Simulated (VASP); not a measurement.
Set up this calculation in VASP 6.6.1, as the native input.

- Task: single point
- Functional: LDA
- Potentials or basis: VASP PAW LDA potentials, release 64 (Sr_sv, O)
- Cutoff: 520 eV
- k mesh: 8 × 8 × 8
- Occupations: gaussian, width 0.01 eV
- Spin: no spin polarisation
- Dipole correction: no
- Further INCAR settings: ALGO = Normal; EDIFF = 1e-06; NBANDS = 15

The structure of SrO lies in POSCAR:

```
SrO
1.0
    0.0000000000      2.5321975707      2.5448585586
    2.5321975707      0.0000000000      2.5448585586
    2.5321975707      2.5321975707      0.0000000000
Sr O
1 1
Direct
    0.5000000000      0.5000000000      0.5000000000
    0.0000000000      0.0000000000      0.0000000000
```

This cell differs from its parent crystal: z stretched by +0.5 %, x and y held.

One way to write it, as run:

INCAR

```
ALGO = Normal
EDIFF = 1E-6
ENCUT = 520
ISIF = 2
ISMEAR = 0
LASPH = T
LCHARG = T
LELF = T
LREAL = F
LVHAR = T
LWAVE = F
NBANDS = 15
NELM = 100
PREC = Accurate
SIGMA = 0.01
```

KPOINTS

```
k-points
0
Gamma
  8 8 8
```

Potentials or basis: VASP PAW LDA potentials, release 64 (Sr_sv, O).

Command:

```sh
$ cat potpaw_LDA.64/Sr_sv/POTCAR potpaw_LDA.64/O/POTCAR > POTCAR
$ mpirun -np 1 vasp_std > vasp.out
```

Results of the run:

- Pressure: 0.3 GPa
- Band gap on the k mesh: 3.05 eV, indirect (least direct gap 3.10 eV)

Caveat: the cell differs from its parent crystal (z stretched by +0.5 %, x and y held).

Wall time 14 s on 1 thread of AMD EPYC 9R45 96-Core Processor (Zen 5), with other jobs on the host, peak memory 0.13 GiB.
